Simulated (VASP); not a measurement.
Runs of VASP 6.6.1 on B. The structure is that of space group P6/mmm (No. 191), or close to it. The cells are those of the table. 

```csv
cell,gap on the mesh (eV),pressure (GPa)
"a = 1.617, b = 1.617, c = 3.726 Å, angles 90.0, 90.0, 120.0°, 1 atom",none,(a)
"a = 1.617, b = 1.617, c = 3.545 Å, angles 90.0, 90.0, 120.0°, 1 atom",none,36.7
"a = 1.788, b = 1.788, c = 3.454 Å, angles 90.0, 90.0, 120.0°, 1 atom",none,-22.3
"a = 1.702, b = 1.702, c = 3.454 Å, angles 90.0, 90.0, 120.0°, 1 atom",none,(b)
"a = 1.617, b = 1.617, c = 3.635 Å, angles 90.0, 90.0, 120.0°, 1 atom",none,35.7
```

Alike in all rows: task single point; level PBE+D3(BJ); potentials or basis VASP PAW PBE potentials, release 64 (B); no spin polarisation; k mesh 33 × 33 × 14; cutoff (eV) 500; smearing gaussian 0.15 eV.

Q: Estimate the missing entries.

A: (a) 34.8; (b) 0.5.

Caveats: pairwise dispersion overbinds metals, which lowers pressure and volume.

A gap of «none» marks levels without a gap at the run's occupations.
